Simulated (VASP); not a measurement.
# InO5 (F-43m) in VASP: notebook, part 2 of 2

VASP 6.6.1. Earlier steps stand in the parts before.

### Step 4. Single point, PBE, collinear spin, ferromagnetic start

This run uses another cell than the first one, of 9.71 Å³/atom.

INCAR

```
SYSTEM = InO5
PREC     = Accurate       ! precision mode
ENCUT    = 520            ! plane-wave cutoff, eV
EDIFF    = 1E-7           ! SCF threshold, eV
ISMEAR   = 0              ! smearing method
SIGMA    = 0.1            ! smearing width, eV
LREAL    = .False.        ! projectors in reciprocal space
LASPH    = .True.         ! aspherical terms in the spheres
NELM     = 150            ! most SCF steps
ALGO     = Normal         ! electronic algorithm
ISIF     = 2              ! what is computed and relaxed
LWAVE    = .False.        ! write WAVECAR
LCHARG   = .False.        ! write CHGCAR
ISPIN    = 2              ! spin polarisation
MAGMOM   = 0 0.65 0.65 0.65 0.65 0.65 ! initial moments
LORBIT   = 11             ! projections on sites
GGA      = PE             ! functional
NBANDS   = 34             ! bands
```

KPOINTS

```
regular mesh
0
Gamma
  10 10 10
  0 0 0
```

POSCAR

```
InO5
1.0
    0.0000000000      3.0765148836      3.0765148836
    3.0765148836      0.0000000000      3.0765148836
    3.0765148836      3.0765148836      0.0000000000
In O
1 5
Direct
    0.0000000000      0.0000000000      0.0000000000
    0.3755872565      0.8732382304      0.3755872565
    0.3755872565      0.3755872565      0.8732382304
    0.3755872565      0.3755872565      0.3755872565
    0.8732382304      0.3755872565      0.3755872565
    0.7500000000      0.7500000000      0.7500000000
```

Potentials or basis: VASP PAW PBE potentials, release 64 (In_d, O).

On the command line:

```console
cat potpaw_PBE.64/In_d/POTCAR potpaw_PBE.64/O/POTCAR > POTCAR
mpirun -np 1 vasp_std > vasp.out
```

OUTCAR:

```text
SYSTEM = InO5
   PREC = Accurate
   ENCUT = 520
   EDIFF = 1E-7
   ISMEAR = 0
   LREAL = .False.
   LASPH = .True.
   NELM = 150
   ISIF = 2
   ISPIN = 2
   LORBIT = 11
   GGA = PE

 ion  position               nearest neighbor table
   1  0.000  0.000  0.000-   2 2.55   3 2.55   5 2.55   4 2.55   4 2.55   4 2.55   3 2.55   2 2.55
                             5 2.55   2 2.55   3 2.55   5 2.55   6 2.66   6 2.66   6 2.66   6 2.66
   2  0.376  0.873  0.376-   1 2.55   1 2.55   1 2.55
   3  0.376  0.376  0.873-   1 2.55   1 2.55   1 2.55
   4  0.376  0.376  0.376-   1 2.55   1 2.55   1 2.55
   5  0.873  0.376  0.376-   1 2.55   1 2.55   1 2.55
   6  0.750  0.750  0.750-   1 2.66   1 2.66   1 2.66   1 2.66

  LATTYP: Found a face centered cubic cell.
 ALAT       =     6.1530297672

  Lattice vectors:

 A1 = (   0.0000000000,   3.0765148836,   3.0765148836)
 A2 = (   3.0765148836,   0.0000000000,   3.0765148836)
 A3 = (   3.0765148836,   3.0765148836,   0.0000000000)

Analysis of symmetry for initial positions (statically):
=====================================================================
 Subroutine PRICEL returns:
 Original cell was already a primitive cell.

 Routine SETGRP: Setting up the symmetry group for a
 face centered cubic supercell.

 Subroutine GETGRP returns: Found 24 space group operations
 (whereof 24 operations were pure point group operations)
 out of a pool of 48 trial point group operations.

The static configuration has the point symmetry T_d .

Analysis of symmetry for dynamics (positions and initial velocities):
=====================================================================
 Subroutine PRICEL returns:
 Original cell was already a primitive cell.

 Routine SETGRP: Setting up the symmetry group for a
 face centered cubic supercell.

 Subroutine GETGRP returns: Found 24 space group operations
 (whereof 24 operations were pure point group operations)
 out of a pool of 48 trial point group operations.

The dynamic configuration has the point symmetry T_d .

Analysis of structural, dynamic, and magnetic symmetry:
[... 183 lines left out ...]
      6      -8.9008      1.00000
[... 853 lines left out ...]
     32      23.2688      0.00000
     33      23.3780      0.00000

 [... further k-points ...]

 spin component 2

 k-point     1 :       0.0000    0.0000    0.0000
  band No.  band energies     occupation
      1     -15.1527      1.00000
      2     -10.9752      1.00000
      3     -10.9752      1.00000
      4     -10.9752      1.00000
      5     -10.2576      1.00000
      6      -8.9257      1.00000
[... 853 lines left out ...]
     32      23.6696      0.00000
     33      23.8038      0.00000

 [... further k-points ...]

 [bands above 33 left out]

------------------------ aborting loop because EDIFF is reached ----------------------------------------

  FORCE on cell =-STRESS in cart. coord.  units (eV):
  Direction    XX          YY          ZZ          XY          YZ          ZX
  --------------------------------------------------------------------------------------
  -------------------------------------------------------------------------------------
  Total       -0.0559649     -0.0559649     -0.0559649      0.0000000      0.0000000      0.0000000
  in kB       -1.5396406     -1.5396406     -1.5396406      0.0000000      0.0000000      0.0000000
  external PRESSURE =      -1.5396406 kB  Pullay stress =       0.0000000 kB

 VOLUME and BASIS-vectors are now :
 -----------------------------------------------------------------------------
  energy-cutoff  :      520.00
  volume of cell :       58.24
      direct lattice vectors                 reciprocal lattice vectors
     0.000000000  3.076514884  3.076514884    -0.162521561  0.162521561  0.162521561
     3.076514884  0.000000000  3.076514884     0.162521561 -0.162521561  0.162521561
     3.076514884  3.076514884  0.000000000     0.162521561  0.162521561 -0.162521561

 POSITION                                       TOTAL-FORCE (eV/Angst)
 -----------------------------------------------------------------------------------
      0.00000      0.00000      0.00000         0.000000      0.000000      0.000000
      3.84203      2.31100      3.84203        -0.005323      0.005323     -0.005323
      3.84203      3.84203      2.31100        -0.005323     -0.005323      0.005323
      2.31100      2.31100      2.31100         0.005323      0.005323      0.005323
      2.31100      3.84203      3.84203         0.005323     -0.005323     -0.005323
      4.61477      4.61477      4.61477         0.000000      0.000000      0.000000
 -----------------------------------------------------------------------------------
    total drift:                                0.000002      0.000002      0.000001

  FREE ENERGIE OF THE ION-ELECTRON SYSTEM (eV)
  ---------------------------------------------------
  free  energy   TOTEN  =       -20.8427967892 eV

  energy  without entropy=      -20.8275919359  energy(sigma->0) =      -20.83519436

 total charge

# of ion       s       p       d       tot
------------------------------------------
    1        0.567   0.358   9.962  10.888
    2        1.649   3.046   0.000   4.695
    3        1.649   3.046   0.000   4.695
    4        1.649   3.046   0.000   4.695
    5        1.649   3.046   0.000   4.695
    6        1.621   3.097   0.000   4.717
--------------------------------------------------
tot          8.783  15.640   9.962  34.385

 magnetization (x)

# of ion       s       p       d       tot
------------------------------------------
    1       -0.063  -0.029   0.002  -0.090
    2        0.003   0.398   0.000   0.401
    3        0.003   0.398   0.000   0.401
    4        0.003   0.398   0.000   0.401
    5        0.003   0.398   0.000   0.401
    6        0.010   1.030   0.000   1.040
--------------------------------------------------
tot         -0.040   2.592   0.002   2.555
```

stdout:

```text
POSCAR found type information on POSCAR InO
 POSCAR found :  2 types and       6 ions
 scaLAPACK will be used
 LDA part: xc-table for (Slater+PW92), standard interpolation
 POSCAR, INCAR and KPOINTS ok, starting setup
 FFT: planning ... GRIDC
 FFT: planning ... GRID_SOFT
 FFT: planning ... GRID
 WAVECAR not read
 entering main loop
```

Run time: 84 s. Hardware: 1 thread of Intel Xeon 6975P-C (Granite Rapids), shared host; peak memory 0.28 GiB.

What came out:

| Quantity | Value |
| --- | --- |
| Free energy | -20.8428 eV |
| Pressure | -0.2 GPa |
| Largest force | 0.009 eV/Å |
| Net moment | 2.94 μB per cell |
| Site moments | In -0.09; O +0.40, +1.04 (each value once) μB |
| Valence electrons inside the program's atomic spheres | In 10.89; O 4.70, 4.72 (each value once) |

Forces on the atoms (eV/Å):
```
In   0.000  0.000  0.000
O   -0.005  0.005 -0.005
O   -0.005 -0.005  0.005
O    0.005  0.005  0.005
O    0.005 -0.005 -0.005
O    0.000  0.000  0.000
```

Levels at points of the mesh, in eV from the Fermi level:
Spin up:
```
           k point  band 19  band 20  band 21  band 22  band 23  band 24  band 25  band 26  band 27  band 28
(0.00, 0.00, 0.00)    -2.50    -0.24    -0.24    -0.24    -0.16     1.00     1.00     1.00     8.37     8.37
(0.50, 0.00, 0.00)    -2.39    -2.05    -1.28    -1.28    -0.22     0.89     0.89     2.13     7.99     9.31
(0.50, 0.50, 0.00)    -2.18    -2.16    -1.65    -1.33    -1.33     0.67     0.67     2.74     8.37     9.21
```
Spin down:
| k point | band 18 | band 19 | band 20 | band 21 | band 22 | band 23 |
| --- | --- | --- | --- | --- | --- | --- |
| (0.00, 0.00, 0.00) | -0.84 | -0.84 | -0.15 | 0.86 | 0.86 | 0.86 |
| (0.50, 0.00, 0.00) | -1.54 | -1.54 | -0.90 | 0.35 | 0.35 | 0.89 |
| (0.50, 0.50, 0.00) | -1.48 | -1.34 | -1.20 | -0.01 | 0.38 | 0.38 |

Caveat: spin-orbit coupling is left out, which moves the levels of the heavy elements.

### Step 5. Summary

```tsv
task	cell	k mesh	cutoff (eV)	gap on the mesh (eV)	pressure (GPa)	moment (μB)	relaxed volume (Å³/atom)	largest force (eV/Å)
relaxation of cell and atoms	relaxed from a = 4.599 Å, angles 60.0°, 6 atoms, atomic positions A	4 × 4 × 4	600	none	-0.1	4.58	9.93	-
relaxation of cell and atoms	relaxed from a = 4.386 Å, angles 60.0°, 6 atoms, atomic positions A	6 × 6 × 6	600	none	0.1	2.92	9.68	0.03
single point	a = 4.351 Å, angles 60.0°, 6 atoms, atomic positions B	10 × 10 × 10	520	none	-0.2	2.94	-	0.01
```

Alike in all rows: level PBE; potentials or basis VASP PAW PBE potentials, release 64 (In_d, O); spin collinear, ferromagnetic start; smearing gaussian 0.1 eV.

Caveats: some runs use coarse meshes; spin-orbit coupling is left out, which moves the levels of the heavy elements.

Total energies depend on the potentials used, so only differences within one code and one set of settings carry meaning.
